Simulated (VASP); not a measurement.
# SiC (P6_3mc) in VASP: further runs

Runs on SiC. Level: PBE. Tasks: single point.

Everything below comes from runs of VASP 6.6.1. Logs are shortened: lines on timing, memory, paths and dates and some standing lists are left out, and cuts for length are marked.

### 1 The cell of the first run

Symmetry: P6_3mc, No. 186, hexagonal system. Conventional cell: a = 3.239 Å, b = 3.239 Å, c = 10.399 Å, α = 90.00°, β = 90.00°, γ = 120.00°. Within 2.6 Å of Si (site symmetry 3m) lie 4 C at 1.96 to 1.98 Å. Si (site symmetry 3m) has 4 C at 1.95 to 1.98 Å within 2.6 Å. C (site symmetry 3m) has 4 Si at 1.96 to 1.98 Å within 2.6 Å. C (site symmetry 3m) has 4 Si at 1.95 to 1.98 Å within 2.6 Å.

### 2 Single point, PBE

The input, INCAR:

```
PREC     = Accurate       # precision mode
ENCUT    = 520            # plane-wave cutoff, eV
EDIFF    = 1E-7           # SCF threshold, eV
ISMEAR   = 0              # smearing method
SIGMA    = 0.05           # smearing width, eV
LREAL    = F              # projectors in reciprocal space
LASPH    = T              # aspherical terms in the spheres
NELM     = 60             # most SCF steps
ALGO     = Normal         # electronic algorithm
ISIF     = 2              # what is computed and relaxed
LWAVE    = F              # write WAVECAR
LCHARG   = T              # write CHGCAR
GGA      = PE             # functional
LELF     = T              # ELF
LVHAR    = T            
NBANDS   = 26             # bands
```

The input, KPOINTS:

```
regular mesh
0
Gamma
  12 12 4
```

The input, POSCAR:

```
SiC
1.0
    3.2385000000      0.0000000000      0.0000000000
   -1.6192500000      2.8046232702      0.0000000000
    0.0000000000      0.0000000000     10.3993000000
Si C
4 4
Direct
    0.6666666667      0.3333333333      0.9378436843
    0.3333333333      0.6666666667      0.4378436843
    0.0000000000      0.0000000000      0.6878989045
    0.0000000000      0.0000000000      0.1878989045
    0.6666666667      0.3333333333      0.7498087506
    0.3333333333      0.6666666667      0.2498087506
    0.0000000000      0.0000000000      0.5004476606
    0.0000000000      0.0000000000      0.0004476606
```

Potentials or basis: VASP PAW PBE potentials, release 64 (Si, C).

Started as:

```console
> cat potpaw_PBE.64/Si/POTCAR potpaw_PBE.64/C/POTCAR > POTCAR
> mpirun -np 1 vasp_std > vasp.out
```

OUTCAR:

```text
PREC = Accurate
   ENCUT = 520
   EDIFF = 1E-7
   ISMEAR = 0
   LREAL = F
   LASPH = T
   NELM = 60
   ISIF = 2
   GGA = PE

 ion  position               nearest neighbor table
   1  0.667  0.333  0.938-   5 1.96   8 1.98   8 1.98   8 1.98
   2  0.333  0.667  0.438-   6 1.96   7 1.98   7 1.98   7 1.98
   3  0.000  0.000  0.688-   7 1.95   5 1.98   5 1.98   5 1.98
   4  0.000  0.000  0.188-   8 1.95   6 1.98   6 1.98   6 1.98
   5  0.667  0.333  0.750-   1 1.96   3 1.98   3 1.98   3 1.98
   6  0.333  0.667  0.250-   2 1.96   4 1.98   4 1.98   4 1.98
   7  0.000  0.000  0.500-   3 1.95   2 1.98   2 1.98   2 1.98
   8  0.000  0.000  0.000-   4 1.95   1 1.98   1 1.98   1 1.98

  LATTYP: Found a hexagonal cell.
 ALAT       =     3.2385000000
 C/A-ratio  =     3.2111471360

  Lattice vectors:

 A1 = (   3.2385000000,   0.0000000000,   0.0000000000)
 A2 = (  -1.6192500000,   2.8046232702,   0.0000000000)
 A3 = (   0.0000000000,   0.0000000000,  10.3993000000)

Analysis of symmetry for initial positions (statically):
=====================================================================
 Subroutine PRICEL returns:
 Original cell was already a primitive cell.

 Routine SETGRP: Setting up the symmetry group for a
 hexagonal supercell.

 Subroutine GETGRP returns: Found 12 space group operations
 (whereof  6 operations were pure point group operations)
 out of a pool of 24 trial point group operations.

The static configuration has the point symmetry C_3v.
 The point group associated with its full space group is C_6v.

Analysis of symmetry for dynamics (positions and initial velocities):
=====================================================================
 Subroutine PRICEL returns:
 Original cell was already a primitive cell.

 Routine SETGRP: Setting up the symmetry group for a
 hexagonal supercell.

 Subroutine GETGRP returns: Found 12 space group operations
 (whereof  6 operations were pure point group operations)
 out of a pool of 24 trial point group operations.

The dynamic configuration has the point symmetry C_3v.
 The point group associated with its full space group is C_6v.

 Subroutine INISYM returns: Found 12 space group operations
 (whereof  6 operations are pure point group operations),
 and found     1 'primitive' translations

----------------------------------------------------------------------------------------

                                     Primitive cell

  volume of cell :      94.4545

  direct lattice vectors                    reciprocal lattice vectors
     3.238500000  0.000000000  0.000000000     0.308784931  0.178277063  0.000000000
    -1.619250000  2.804623270  0.000000000     0.000000000  0.356554126  0.000000000
     0.000000000  0.000000000 10.399300000     0.000000000  0.000000000  0.096160318

  length of vectors
     3.238500000  3.238500000 10.399300000     0.356554126  0.356554126  0.096160318

  position of ions in fractional coordinates (direct lattice)
     0.666666667  0.333333333  0.937843684
     0.333333333  0.666666667  0.437843684
     0.000000000  0.000000000  0.687898905
     0.000000000  0.000000000  0.187898905
     0.666666667  0.333333333  0.749808751
     0.333333333  0.666666667  0.249808751
     0.000000000  0.000000000  0.500447661
     0.000000000  0.000000000  0.000447661

  ion indices of the primitive-cell ions
   primitive index   ion index
                 1           1
                 2           2
                 3           3
                 4           4
                 5           5
                 6           6
                 7           7
                 8           8

----------------------------------------------------------------------------------------

 KPOINTS: regular mesh

Automatic generation of k-mesh.
 Grid dimensions read from file:
 generate k-points for:   12   12    4

 Generating k-lattice:

  Cartesian coordinates                     Fractional coordinates (reciprocal lattice)
     0.025732078  0.014856422  0.000000000     0.083333333  0.000000000  0.000000000
     0.000000000  0.029712844  0.000000000     0.000000000  0.083333333  0.000000000
     0.000000000  0.000000000  0.024040080     0.000000000  0.000000000  0.250000000

  Length of vectors
     0.029712844  0.029712844  0.024040080

  Shift w.r.t. Gamma in fractional coordinates (k-lattice)
     0.000000000  0.000000000  0.000000000

 Subroutine IBZKPT returns following result:
 ===========================================

 Found     57 irreducible k-points:

 Following reciprocal coordinates:
            Coordinates               Weight
  0.000000  0.000000  0.000000      1.000000
  0.083333  0.000000  0.000000      6.000000
  0.166667  0.000000  0.000000      6.000000
  0.250000  0.000000  0.000000      6.000000
  0.333333  0.000000  0.000000      6.000000
  0.416667  0.000000  0.000000      6.000000
[... 16 lines left out ...]
  0.250000  0.000000  0.250000     12.000000
  0.333333  0.000000  0.250000     12.000000
 [... further k-points ...]
   k-points           NKPTS =     57   k-points in BZ     NKDIM =     57   number of bands    NBANDS=     26
   number of dos      NEDOS =    301   number of ions     NIONS =      8
   total plane-waves  NPLWV =  46080
   dimension x,y,z NGX =    24 NGY =   24 NGZ =   80
   dimension x,y,z NGXF=    48 NGYF=   48 NGZF=  160
   ions per type =               4   4
   NGX,Y,Z   is equivalent  to a cutoff of  12.32, 12.32, 12.79 a.u.
   NGXF,Y,Z  is equivalent  to a cutoff of  24.64, 24.64, 25.58 a.u.
 SYSTEM =  unknown system
   PREC   = accura    normal or accurate (medium, high low for compatibility)
   ISTART =      0    job   : 0-new  1-cont  2-samecut
   ICHARG =      2    charge: 1-file 2-atom 10-const
   ISPIN  =      1    spin polarized calculation?
   LNONCOLLINEAR =      F non collinear calculations
   LSORBIT =      F    spin-orbit coupling
   LASPH  =      T    aspherical Exc in radial PAW
   ENCUT  =  520.0 eV  38.22 Ry    6.18 a.u.   6.02  6.02 19.34*2*pi/ulx,y,z
   NELM   =     60;   NELMIN=  2; NELMDL= -5     # of ELM steps
   EDIFF  = 0.1E-06   stopping-criterion for ELM
   LREAL  =      F    real-space projection
   EDIFFG = 0.1E-05   stopping-criterion for IOM
   NSW    =      0    number of steps for IOM
   IBRION =     -1    ionic relax: 0-MD 1-quasi-New 2-CG
   NFREE  =      0    steps in history (QN), initial steepest desc. (CG)
   ISIF   =      2    stress and relaxation
   ISYM   =      2    0-nonsym 1-usesym 2-fastsym
   POTIM  = 0.5000    time-step for ionic-motion
   TEBEG  =    0.0;   TEEND  =   0.0 temperature during run
   PSTRESS=    0.0 pullay stress
   NELECT =      32.0000    total number of electrons
   NUPDOWN=      -1.0000    fix difference up-down
   EMIN   =  10.00;   EMAX   =-10.00  energy-range for DOS
   EFERMI =   0.00;   METHOD = LEGACY
   ISMEAR =     0;   SIGMA  =   0.05  broadening in eV -4-tet -1-fermi 0-gaus
   EFERMI_NEDOS =   21; number of points for ismear=-14 and -15
   IALGO  =     38    algorithm
   IMIX   =      4    mixing-type and parameters
     AMIX     =   0.40;   BMIX     =  1.00
     AMIX_MAG =   1.60;   BMIX_MAG =  1.00
  volume/ion in A,a.u.               =      11.81        79.68
  Fermi-wavevector in a.u.,A,eV,Ry     =   1.141258  2.156666 17.721189  1.302471
  Thomas-Fermi vector in A             =   2.277959
   LORBIT       =      0    0 simple, 1 ext, 2 COOP (PROOUT), +10 PAW based schemes
   GGA     = PE    functional components
   LHFCALC =     F    Hartree Fock is set to
   AEXX    =    0.0000 exact exchange contribution
   IVDW    =     0    specifies the selected vdW correction
   LEPSILON=     F    determine dielectric tensor
   LRPA    =     F    only Hartree local field effects (RPA)
 non-spin polarized calculation
 Gauss-broadening in eV      SIGMA  =   0.05
  energy-cutoff  :      520.00
  volume of cell :       94.45
 maximum number of plane-waves:      2586
   NGX = 13   NGY = 13   NGZ = 39

 number of electron      31.9999999 magnetization

 Free energy of the ion-electron system (eV)
  ---------------------------------------------------
  ext. energy  EPLUGINS =         0.00000000
  ---------------------------------------------------
  free energy    TOTEN  =       -59.50515779 eV

  energy without entropy =      -59.50515779  energy(sigma->0) =      -59.50515779

 E-fermi :   6.9726     XC(G=0): -10.7842

 val. band max:        6.7506538833   @ k =   0.0000   0.0000   0.0000
 cond. band min:       8.9105999846   @ k =   0.5000   0.0000   0.0000
 fundamental gap:      2.1599461013
 Fermi energy:         6.9725833400

 k-point     1 :       0.0000    0.0000    0.0000
  band No.  band energies     occupation
      1      -7.7230      2.00000
      2      -6.6349      2.00000
      3      -6.5999      2.00000
      4      -4.4807      2.00000
      5      -1.1397      2.00000
      6       2.7149      2.00000
[... 18 lines left out ...]
     25      13.5086      0.00000
     26      14.0300      0.00000

 k-point     2 :       0.0833    0.0000    0.0000
  band No.  band energies     occupation
      1      -7.6164      2.00000
      2      -6.5324      2.00000
      3      -6.4968      2.00000
      4      -4.3919      2.00000
      5      -1.0492      2.00000
      6       2.7228      2.00000
[... 18 lines left out ...]
     25      13.3665      0.00000
     26      13.7692      0.00000

 k-point     3 :       0.1667    0.0000    0.0000
  band No.  band energies     occupation
      1      -7.2997      2.00000
      2      -6.2292      2.00000
      3      -6.1917      2.00000
      4      -4.1355      2.00000
      5      -0.7924      2.00000
      6       2.5870      2.00000
[... 572 lines left out ...]
 k-point    23 :       0.2500    0.0000    0.2500
  band No.  band energies     occupation
      1      -6.7154      2.00000
      2      -6.1767      2.00000
      3      -5.1657      2.00000
      4      -4.0025      2.00000
      5      -0.1377      2.00000
      6       1.2541      2.00000
[... 18 lines left out ...]
     25      14.4456      0.00000
     26      14.7969      0.00000

 k-point    24 :       0.3333    0.0000    0.2500
  band No.  band energies     occupation
      1      -6.0303      2.00000
      2      -5.5178      2.00000
      3      -4.5752      2.00000
      4      -3.5584      2.00000
      5      -0.2164      2.00000
      6       0.3169      2.00000
[... 18 lines left out ...]
     25      14.5256      0.00000
     26      15.1271      0.00000

 [... further k-points ...]

------------------------ aborting loop because EDIFF is reached ----------------------------------------

  FORCE on cell =-STRESS in cart. coord.  units (eV):
  Direction    XX          YY          ZZ          XY          YZ          ZX
  --------------------------------------------------------------------------------------
  -------------------------------------------------------------------------------------
  Total      -13.1878642    -13.1878642     -8.5531043      0.0000000      0.0000000      0.0000000
  in kB     -223.6982089   -223.6982089   -145.0814240      0.0000000      0.0000000      0.0000000
  external PRESSURE =    -197.4926139 kB  Pullay stress =       0.0000000 kB

 VOLUME and BASIS-vectors are now :
 -----------------------------------------------------------------------------
  energy-cutoff  :      520.00
  volume of cell :       94.45
      direct lattice vectors                 reciprocal lattice vectors
     3.238500000  0.000000000  0.000000000     0.308784931  0.178277063  0.000000000
    -1.619250000  2.804623270  0.000000000     0.000000000  0.356554126  0.000000000
     0.000000000  0.000000000 10.399300000     0.000000000  0.000000000  0.096160318

 POSITION                                       TOTAL-FORCE (eV/Angst)
 -----------------------------------------------------------------------------------
      1.61925      0.93487      9.75292         0.000000     -0.000000      0.090314
     -0.00000      1.86975      4.55327        -0.000000     -0.000000      0.090314
      0.00000      0.00000      7.15367        -0.000000      0.000000      0.062365
      0.00000      0.00000      1.95402        -0.000000     -0.000000      0.062365
      1.61925      0.93487      7.79749        -0.000000     -0.000000     -0.093279
     -0.00000      1.86975      2.59784         0.000000      0.000000     -0.093279
      0.00000      0.00000      5.20431        -0.000000     -0.000000     -0.059400
      0.00000      0.00000      0.00466         0.000000      0.000000     -0.059400
 -----------------------------------------------------------------------------------
    total drift:                               -0.000000     -0.000000     -0.000475

  FREE ENERGIE OF THE ION-ELECTRON SYSTEM (eV)
  ---------------------------------------------------
  free  energy   TOTEN  =       -59.5051577877 eV

  energy  without entropy=      -59.5051577877  energy(sigma->0) =      -59.50515779
```

It took 50 s on 1 thread of Intel Xeon 6975P-C (Granite Rapids), shared host; peak memory 0.26 GiB.

Results:

* Free energy: -59.5052 eV
* Pressure: -19.7 GPa
* Largest force: 0.093 eV/Å
* Band gap on the k mesh: 2.16 eV, indirect (least direct gap 3.20 eV)

Forces in eV/Å, atoms in the order of the input:
```
Si   0.000  0.000  0.090
Si   0.000  0.000  0.090
Si   0.000  0.000  0.062
Si   0.000  0.000  0.062
C    0.000  0.000 -0.093
C    0.000  0.000 -0.093
C    0.000  0.000 -0.059
C    0.000  0.000 -0.059
```

Stress tensor (GPa, compression positive):
```
-22.37   0.00   0.00
  0.00 -22.37   0.00
  0.00   0.00 -14.51
```

Levels at points of the mesh, in eV from the valence-band top:
```tsv
k point	band 12	band 13	band 14	band 15	band 16	band 17	band 18	band 19	band 20	band 21
(0.00, 0.00, 0.00)	-0.63	-0.63	-0.02	-0.02	0.00	3.73	4.33	4.80	4.94	6.05
(0.50, 0.00, 0.00)	-2.25	-2.22	-2.00	-1.43	-1.04	2.16	2.23	3.76	4.03	4.80
(0.00, 0.00, 0.50)	-1.09	-0.24	-0.24	-0.24	-0.24	3.94	3.94	5.24	5.24	6.21
(0.50, 0.00, 0.50)	-2.85	-2.29	-2.29	-1.45	-1.45	2.48	2.48	3.91	3.91	5.30
```

A k mesh can miss the band edges. Expect the measured gap to be larger: semilocal functionals such as PBE lack the derivative discontinuity.

[end of part 1 of 2]
